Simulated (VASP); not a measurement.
A run of VASP 6.6.1 is set up as follows.

INCAR

```
PREC     = Accurate       # precision mode
ENCUT    = 520            # plane-wave cutoff, eV
EDIFF    = 1E-6           # SCF threshold, eV
ISMEAR   = -1             # smearing method
SIGMA    = 0.15           # smearing width, eV
LREAL    = F              # projectors in reciprocal space
LASPH    = T              # aspherical terms in the spheres
NELM     = 80             # most SCF steps
ALGO     = Normal         # electronic algorithm
ISIF     = 2              # what is computed and relaxed
LWAVE    = F              # write WAVECAR
LCHARG   = F              # write CHGCAR
GGA      = PS             # functional
NBANDS   = 21             # bands
```

File KPOINTS:

```
Automatic mesh
0
Gamma
  14 14 14
```

File POSCAR:

```
Ge
1.0
    0.0000000000      2.8387418727      2.8387418727
    2.8387418727      0.0000000000      2.8387418727
    2.8387418727      2.8387418727      0.0000000000
Ge
2
Direct
    0.5000000000      0.5000000000      0.5000000000
    0.7500000000      0.7500000000      0.7500000000
```

Potentials or basis: VASP PAW PBE potentials, release 64 (Ge_d).

Run with:

```bash
$ cat potpaw_PBE.64/Ge_d/POTCAR > POTCAR
$ mpirun -np 1 vasp_std > vasp.out
```

Question: What does it give for the band gap on the k mesh?

Answer: Zero (filled and empty bands touch).

Question: Estimate the pressure.

Answer: -0.4 GPa.

Caveat: semilocal functionals underestimate gaps, and a narrow one can read as zero; the PAW data sets were made with another functional, which shifts forces and pressure a little.
